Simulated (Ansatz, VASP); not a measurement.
Two plane-wave programs on Ir4Ru

```
CELL_PARAMETERS angstrom
2.74446 0.00000 0.00000
-1.37223 2.37677 0.00000
0.00000 0.00000 22.06514
ATOMIC_POSITIONS crystal
Ru 0.33333 0.66667 0.25000
Ru 0.66667 0.33333 0.75000
Ir 0.33333 0.66667 0.65235
Ir 0.33333 0.66667 0.84765
Ir 0.33333 0.66667 0.05050
Ir 0.33333 0.66667 0.44950
Ir 0.66667 0.33333 0.94950
Ir 0.66667 0.33333 0.15235
Ir 0.66667 0.33333 0.34765
Ir 0.66667 0.33333 0.55050
```

Alike in both runs: task single point; functional PBE; k mesh 6 × 6 × 1; occupations gaussian, width 0.1 eV; collinear spin.

|  | VASP | Ansatz |
| --- | --- | --- |
| version | VASP 6.6.1 | Ansatz 0.2.0 |
| potentials or method | VASP PAW PBE potentials, release 64 (Ru_pv, Ir), cutoff 520 eV | scalar-relativistic, plane waves, PAW |
| valence electrons in the cell | 100 | 168 |

VASP gave:

```
gap on the k mesh at the Fermi level (eV)                     : none
pressure (GPa)                                                : 1.3
traceless stress, the component that is largest in VASP (GPa) : -5.61
rms of the force components (eV/Å)                            : 0.041
net moment per atom (μB)                                      : 0.00
```

Question: Estimate Ansatz's values.

Answer: gap on the k mesh at the Fermi level (eV): none; pressure (GPa): 0.9; traceless stress, the component that is largest in VASP (GPa): -5.75; rms of the force components (eV/Å): 0.037; net moment per atom (μB): 0.00.

Atom by atom the forces differ by 0.008 eV/Å (rms over components). A gap of «none» marks a metal or a gap that the smearing closes. VASP's potentials hold 100 valence electrons a cell and Ansatz's 168, so a difference there can come from the potentials and not from the codes. Ansatz's warnings: seeded moment not kept.

The k mesh is coarse, so the values compare programs but aren't converged. Spin-orbit coupling is off throughout.
